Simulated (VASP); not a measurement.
# SnSe2 in VASP: further runs

Runs on SnSe2. Level: PBE. Tasks: single point.

All numbers are computed with VASP 6.6.1; they aren't measurements. Logs are shortened: lines on timing, memory, paths and dates and some standing lists are left out, and cuts for length are marked.

## (1) The cell of the first run

It takes space group P-3m1 (No. 164, trigonal). Conventional cell: a = 3.811 Å, b = 3.811 Å, c = 6.136 Å, α = 90.00°, β = 90.00°, γ = 120.00°. Sn (site symmetry -3m) has 6 Se at 2.68 Å within 3.5 Å. Se (site symmetry 3m) has 3 Sn at 2.68 Å within 3.5 Å.

## (2) Single point, PBE

File INCAR:

```
SYSTEM = SnSe2
  ALGO = Normal
  EDIFF = 1E-6
  ENCUT = 520
  GGA = PE
  ISIF = 2
  ISMEAR = 0
  LASPH = .True.
  LCHARG = .True.
  LELF = .True.
  LREAL = .False.
  LVHAR = .True.
  LWAVE = .False.
  NBANDS = 20
  NELM = 60
  PREC = Accurate
  SIGMA = 0.01
```

File KPOINTS:

```
k-points
0
Gamma
  6 6 4
  0 0 0
```

File POSCAR:

```
SnSe2
1.0
    3.8110000000      0.0000000000      0.0000000000
   -1.9055000000      3.3004200000      0.0000000000
    0.0000000000      0.0000000000      6.1360000000
Sn Se
1 2
Direct
    0.0000000000      0.0000000000      0.0000000000
    0.3333333333      0.6666666667      0.2490000000
    0.6666666667      0.3333333333      0.7510000000
```

Potentials or basis: VASP PAW PBE potentials, release 64 (Sn_d, Se).

Command:

```
cat potpaw_PBE.64/Sn_d/POTCAR potpaw_PBE.64/Se/POTCAR > POTCAR
mpirun -np 1 vasp_std > vasp.out
```

OUTCAR:

```text
SYSTEM = SnSe2
   EDIFF = 1E-6
   ENCUT = 520
   GGA = PE
   ISIF = 2
   ISMEAR = 0
   LASPH = .True.
   LREAL = .False.
   NELM = 60
   PREC = Accurate

 ion  position               nearest neighbor table
   1  0.000  0.000  0.000-   2 2.68   3 2.68   3 2.68   2 2.68   3 2.68   2 2.68
   2  0.333  0.667  0.249-   1 2.68   1 2.68   1 2.68
   3  0.667  0.333  0.751-   1 2.68   1 2.68   1 2.68

  LATTYP: Found a hexagonal cell.
 ALAT       =     3.8110000000
 C/A-ratio  =     1.6100760955

  Lattice vectors:

 A1 = (   3.8110000000,   0.0000000000,   0.0000000000)
 A2 = (  -1.9055000000,   3.3004200000,   0.0000000000)
 A3 = (   0.0000000000,   0.0000000000,   6.1360000000)

Analysis of symmetry for initial positions (statically):
=====================================================================
 Subroutine PRICEL returns:
 Original cell was already a primitive cell.

 Routine SETGRP: Setting up the symmetry group for a
 hexagonal supercell.

 Subroutine GETGRP returns: Found 12 space group operations
 (whereof 12 operations were pure point group operations)
 out of a pool of 24 trial point group operations.

The static configuration has the point symmetry D_3d.

Analysis of symmetry for dynamics (positions and initial velocities):
=====================================================================
 Subroutine PRICEL returns:
 Original cell was already a primitive cell.

 Routine SETGRP: Setting up the symmetry group for a
 hexagonal supercell.

 Subroutine GETGRP returns: Found 12 space group operations
 (whereof 12 operations were pure point group operations)
 out of a pool of 24 trial point group operations.

The dynamic configuration has the point symmetry D_3d.

 Subroutine INISYM returns: Found 12 space group operations
 (whereof 12 operations are pure point group operations),
 and found     1 'primitive' translations

----------------------------------------------------------------------------------------

                                     Primitive cell

  volume of cell :      77.1780

  direct lattice vectors                    reciprocal lattice vectors
     3.811000000  0.000000000  0.000000000     0.262398321  0.151495870  0.000000000
    -1.905500000  3.300420000  0.000000000     0.000000000  0.302991740  0.000000000
     0.000000000  0.000000000  6.136000000     0.000000000  0.000000000  0.162972621

  length of vectors
     3.811000000  3.810997563  6.136000000     0.302991547  0.302991740  0.162972621

  position of ions in fractional coordinates (direct lattice)
     0.000000000  0.000000000  0.000000000
     0.333333333  0.666666667  0.249000000
     0.666666667  0.333333333  0.751000000

  ion indices of the primitive-cell ions
   primitive index   ion index
                 1           1
                 2           2
                 3           3

----------------------------------------------------------------------------------------

 KPOINTS: k-points

Automatic generation of k-mesh.
 Grid dimensions read from file:
 generate k-points for:    6    6    4

 Generating k-lattice:

  Cartesian coordinates                     Fractional coordinates (reciprocal lattice)
     0.043733053  0.025249312  0.000000000     0.166666667  0.000000000  0.000000000
     0.000000000  0.050498623  0.000000000     0.000000000  0.166666667  0.000000000
     0.000000000  0.000000000  0.040743155     0.000000000  0.000000000  0.250000000

  Length of vectors
     0.050498591  0.050498623  0.040743155

  Shift w.r.t. Gamma in fractional coordinates (k-lattice)
     0.000000000  0.000000000  0.000000000

 Subroutine IBZKPT returns following result:
 ===========================================

 Found     24 irreducible k-points:

 Following reciprocal coordinates:
            Coordinates               Weight
  0.000000  0.000000  0.000000      1.000000
  0.166667 -0.000000  0.000000      6.000000
  0.333333  0.000000  0.000000      6.000000
  0.500000 -0.000000  0.000000      3.000000
  0.166667  0.166667  0.000000      6.000000
  0.333333  0.166667  0.000000     12.000000
[... 16 lines left out ...]
  0.333333  0.166667  0.500000     12.000000
  0.333333  0.333333  0.500000      2.000000
   k-points           NKPTS =     24   k-points in BZ     NKDIM =     24   number of bands    NBANDS=     20
   number of dos      NEDOS =    301   number of ions     NIONS =      3
   total plane-waves  NPLWV =  37632
   dimension x,y,z NGX =    28 NGY =   28 NGZ =   48
   dimension x,y,z NGXF=    56 NGYF=   56 NGZF=   96
   ions per type =               1   2
   NGX,Y,Z   is equivalent  to a cutoff of  12.21, 12.21, 13.00 a.u.
   NGXF,Y,Z  is equivalent  to a cutoff of  24.43, 24.43, 26.01 a.u.
 SYSTEM =  SnSe2
   PREC   = accura    normal or accurate (medium, high low for compatibility)
   ISTART =      0    job   : 0-new  1-cont  2-samecut
   ICHARG =      2    charge: 1-file 2-atom 10-const
   ISPIN  =      1    spin polarized calculation?
   LNONCOLLINEAR =      F non collinear calculations
   LSORBIT =      F    spin-orbit coupling
   LASPH  =      T    aspherical Exc in radial PAW
   ENCUT  =  520.0 eV  38.22 Ry    6.18 a.u.   7.09  7.09 11.41*2*pi/ulx,y,z
   NELM   =     60;   NELMIN=  2; NELMDL= -5     # of ELM steps
   EDIFF  = 0.1E-05   stopping-criterion for ELM
   LREAL  =      F    real-space projection
   EDIFFG = 0.1E-04   stopping-criterion for IOM
   NSW    =      0    number of steps for IOM
   IBRION =     -1    ionic relax: 0-MD 1-quasi-New 2-CG
   NFREE  =      0    steps in history (QN), initial steepest desc. (CG)
   ISIF   =      2    stress and relaxation
   ISYM   =      2    0-nonsym 1-usesym 2-fastsym
   POTIM  = 0.5000    time-step for ionic-motion
   TEBEG  =    0.0;   TEEND  =   0.0 temperature during run
   PSTRESS=    0.0 pullay stress
   NELECT =      26.0000    total number of electrons
   NUPDOWN=      -1.0000    fix difference up-down
   EMIN   =  10.00;   EMAX   =-10.00  energy-range for DOS
   EFERMI =   0.00;   METHOD = LEGACY
   ISMEAR =     0;   SIGMA  =   0.01  broadening in eV -4-tet -1-fermi 0-gaus
   EFERMI_NEDOS =   21; number of points for ismear=-14 and -15
   IALGO  =     38    algorithm
   IMIX   =      4    mixing-type and parameters
     AMIX     =   0.40;   BMIX     =  1.00
     AMIX_MAG =   1.60;   BMIX_MAG =  1.00
  volume/ion in A,a.u.               =      25.73       173.61
  Fermi-wavevector in a.u.,A,eV,Ry     =   1.139116  2.152618 17.654732  1.297586
  Thomas-Fermi vector in A             =   2.275820
   LORBIT       =      0    0 simple, 1 ext, 2 COOP (PROOUT), +10 PAW based schemes
   GGA     = PE    functional components
   LHFCALC =     F    Hartree Fock is set to
   AEXX    =    0.0000 exact exchange contribution
   IVDW    =     0    specifies the selected vdW correction
   LEPSILON=     F    determine dielectric tensor
   LRPA    =     F    only Hartree local field effects (RPA)
 non-spin polarized calculation
 Gauss-broadening in eV      SIGMA  =   0.01
  energy-cutoff  :      520.00
  volume of cell :       77.18
 maximum number of plane-waves:      2109
   NGX = 15   NGY = 15   NGZ = 23

 number of electron      26.0000006 magnetization

 Free energy of the ion-electron system (eV)
  ---------------------------------------------------
  ext. energy  EPLUGINS =         0.00000000
  ---------------------------------------------------
  free energy    TOTEN  =       -11.73726035 eV

  energy without entropy =      -11.73726035  energy(sigma->0) =      -11.73726035

 E-fermi :   4.2376     XC(G=0):  -9.4534

 val. band max:        4.1708152469   @ k =   0.0000   0.0000   0.0000
 cond. band min:       4.9859055750   @ k =   0.5000  -0.0000   0.2500
 fundamental gap:      0.8150903282
 Fermi energy:         4.2376145095

 k-point     1 :       0.0000    0.0000    0.0000
  band No.  band energies     occupation
      1     -17.0980      2.00000
      2     -17.0980      2.00000
      3     -17.0600      2.00000
      4     -17.0445      2.00000
      5     -17.0444      2.00000
      6      -9.8266      2.00000
[... 12 lines left out ...]
     19      13.1124      0.00000
     20      13.1124      0.00000

 k-point     2 :       0.1667   -0.0000    0.0000
  band No.  band energies     occupation
      1     -17.1120      2.00000
      2     -17.0896      2.00000
      3     -17.0542      2.00000
      4     -17.0478      2.00000
      5     -17.0417      2.00000
      6      -9.5508      2.00000
[... 12 lines left out ...]
     19      12.4450      0.00000
     20      13.3778      0.00000

 k-point     3 :       0.3333    0.0000    0.0000
  band No.  band energies     occupation
      1     -17.1432      2.00000
      2     -17.0803      2.00000
      3     -17.0625      2.00000
      4     -17.0315      2.00000
      5     -17.0286      2.00000
      6      -8.8112      2.00000
[... 12 lines left out ...]
     19      13.1156      0.00000
     20      13.9723      0.00000

 k-point     4 :       0.5000   -0.0000    0.0000
  band No.  band energies     occupation
      1     -17.1593      2.00000
      2     -17.0789      2.00000
      3     -17.0672      2.00000
      4     -17.0223      2.00000
      5     -17.0187      2.00000
      6      -8.1628      2.00000
[... 12 lines left out ...]
     19      14.1818      0.00000
     20      14.8216      0.00000

 k-point     5 :       0.1667    0.1667    0.0000
  band No.  band energies     occupation
      1     -17.1284      2.00000
      2     -17.0882      2.00000
      3     -17.0541      2.00000
      4     -17.0462      2.00000
      5     -17.0291      2.00000
      6      -9.0369      2.00000
[... 12 lines left out ...]
     19      11.1840      0.00000
     20      14.3629      0.00000
[... 353 lines left out ...]
      6      -8.0677      2.00000
[... 12 lines left out ...]
     19      14.0406      0.00000
     20      14.9205      0.00000

 k-point    22 :       0.1667    0.1667    0.5000
  band No.  band energies     occupation
      1     -17.1286      2.00000
      2     -17.0883      2.00000
      3     -17.0542      2.00000
      4     -17.0461      2.00000
      5     -17.0291      2.00000
      6      -8.8833      2.00000
[... 12 lines left out ...]
     19      12.2145      0.00000
     20      13.3433      0.00000

 k-point    23 :       0.3333    0.1667    0.5000
  band No.  band energies     occupation
      1     -17.1442      2.00000
      2     -17.0916      2.00000
      3     -17.0581      2.00000
      4     -17.0323      2.00000
      5     -17.0210      2.00000
      6      -8.1342      2.00000
[... 12 lines left out ...]
     19      12.6232      0.00000
     20      13.8335      0.00000

 k-point    24 :       0.3333    0.3333    0.5000
  band No.  band energies     occupation
      1     -17.1202      2.00000
      2     -17.1202      2.00000
      3     -17.0406      2.00000
      4     -17.0406      2.00000
      5     -17.0264      2.00000
      6      -7.6797      2.00000
[... 12 lines left out ...]
     19      13.1683      0.00000
     20      13.2465      0.00000

------------------------ aborting loop because EDIFF is reached ----------------------------------------

  FORCE on cell =-STRESS in cart. coord.  units (eV):
  Direction    XX          YY          ZZ          XY          YZ          ZX
  --------------------------------------------------------------------------------------
  -------------------------------------------------------------------------------------
  Total        2.5082470      2.5082427      3.1646338     -0.0000000     -0.0000000      0.0000000
  in kB       52.0699751     52.0698863     65.6962427     -0.0000000     -0.0000000      0.0000000
  external PRESSURE =      56.6120347 kB  Pullay stress =       0.0000000 kB

 VOLUME and BASIS-vectors are now :
 -----------------------------------------------------------------------------
  energy-cutoff  :      520.00
  volume of cell :       77.18
      direct lattice vectors                 reciprocal lattice vectors
     3.811000000  0.000000000  0.000000000     0.262398321  0.151495870  0.000000000
    -1.905500000  3.300420000  0.000000000     0.000000000  0.302991740  0.000000000
     0.000000000  0.000000000  6.136000000     0.000000000  0.000000000  0.162972621

 POSITION                                       TOTAL-FORCE (eV/Angst)
 -----------------------------------------------------------------------------------
      0.00000      0.00000      0.00000         0.000000      0.000000      0.000000
     -0.00000      2.20028      1.52786         0.000000     -0.000000      0.796023
      1.90550      1.10014      4.60814        -0.000000      0.000000     -0.796023
 -----------------------------------------------------------------------------------
    total drift:                                0.000000      0.000000      0.000000

  FREE ENERGIE OF THE ION-ELECTRON SYSTEM (eV)
  ---------------------------------------------------
  free  energy   TOTEN  =       -11.7372603477 eV

  energy  without entropy=      -11.7372603477  energy(sigma->0) =      -11.73726035
```

It took 34 s on 1 thread of AMD EPYC 7R43 (Zen 3), shared host; peak memory 0.16 GiB.

What came out:

* Free energy: -11.7373 eV
* Pressure: 5.7 GPa
* Largest force: 0.796 eV/Å
* Band gap on the k mesh: 0.82 eV, indirect (least direct gap 1.09 eV)

Forces on the atoms (eV/Å):
```
Sn   0.000  0.000  0.000
Se   0.000  0.000  0.796
Se   0.000  0.000 -0.796
```

Caveat: spin-orbit coupling is left out, which moves the levels of the heavy elements; this functional lacks dispersion, which binds the layers, so the pressure and a relaxed spacing across them are unreliable.

## (3) Single point, PBE

File INCAR:

```
SYSTEM = SnSe2
ALGO = Normal
EDIFF = 1E-6
ENCUT = 520
GGA = PE
ISIF = 2
ISMEAR = 0
LASPH = .TRUE.
LCHARG = .TRUE.
LELF = .TRUE.
LREAL = .FALSE.
LVHAR = .TRUE.
LWAVE = .FALSE.
NBANDS = 20
NELM = 100
PREC = Accurate
SIGMA = 0.01
```

File KPOINTS:

```
k-points
0
G
  6 6 4
  0 0 0
```

Changes to POSCAR since step 2:

```diff
@@ -10,2 +10,2 @@
     0.3333333333      0.6666666667      0.2490000000
-    0.6666666667      0.3333333333      0.7510000000
+    0.6590918732      0.3181837463      0.7510000000
```

Potentials or basis: VASP PAW PBE potentials, release 64 (Sn_d, Se).

Command:

```
cat potpaw_PBE.64/Sn_d/POTCAR potpaw_PBE.64/Se/POTCAR > POTCAR
mpirun -np 1 vasp_std > vasp.out
```

Run time: 60 s. Hardware: 1 thread of AMD EPYC 7R43 (Zen 3), shared host; peak memory 0.19 GiB.

The run converged. Its results:

| Item | Value |
| --- | --- |
| Free energy | -11.7322 eV |
| Pressure | 5.7 GPa |
| Largest force | 0.835 eV/Å |
| Band gap on the k mesh | 0.79 eV, indirect (least direct gap 1.09 eV) |

Forces on the atoms (eV/Å):
```
Sn   0.000 -0.156  0.014
Se   0.000 -0.043  0.796
Se   0.000  0.199 -0.811
```

Stress tensor (GPa, compression positive):
```
 5.39  0.00  0.00
 0.00  5.06 -0.63
 0.00 -0.63  6.63
```

Levels at points of the mesh, in eV from the valence-band top:
| k point | band 9 | band 10 | band 11 | band 12 | band 13 | band 14 | band 15 | band 16 | band 17 | band 18 |
| --- | --- | --- | --- | --- | --- | --- | --- | --- | --- | --- |
| (0.00, 0.00, 0.00) | -0.79 | -0.62 | -0.39 | -0.38 | 0.00 | 1.09 | 2.94 | 4.55 | 4.73 | 8.13 |
| (0.50, 0.00, 0.00) | -4.48 | -2.94 | -2.66 | -1.15 | -0.30 | 1.15 | 3.79 | 5.39 | 5.51 | 7.33 |
| (0.00, 0.50, 0.00) | -4.49 | -2.84 | -2.71 | -1.29 | -0.32 | 1.15 | 3.79 | 5.49 | 5.54 | 7.16 |
| (0.00, 0.00, 0.50) | -2.04 | -0.86 | -0.72 | -0.24 | -0.23 | 2.44 | 2.92 | 4.29 | 4.45 | 8.17 |
| (0.50, 0.00, 0.50) | -4.92 | -2.51 | -2.01 | -0.87 | -0.68 | 0.91 | 4.29 | 4.87 | 5.81 | 6.38 |
| (0.00, 0.50, 0.50) | -4.94 | -2.54 | -1.94 | -0.80 | -0.71 | 0.79 | 4.17 | 4.81 | 5.87 | 6.36 |

Caveat: spin-orbit coupling is left out, which moves the levels of the heavy elements; this functional lacks dispersion, which binds the layers, so the pressure and a relaxed spacing across them are unreliable. A k mesh can miss the band edges.
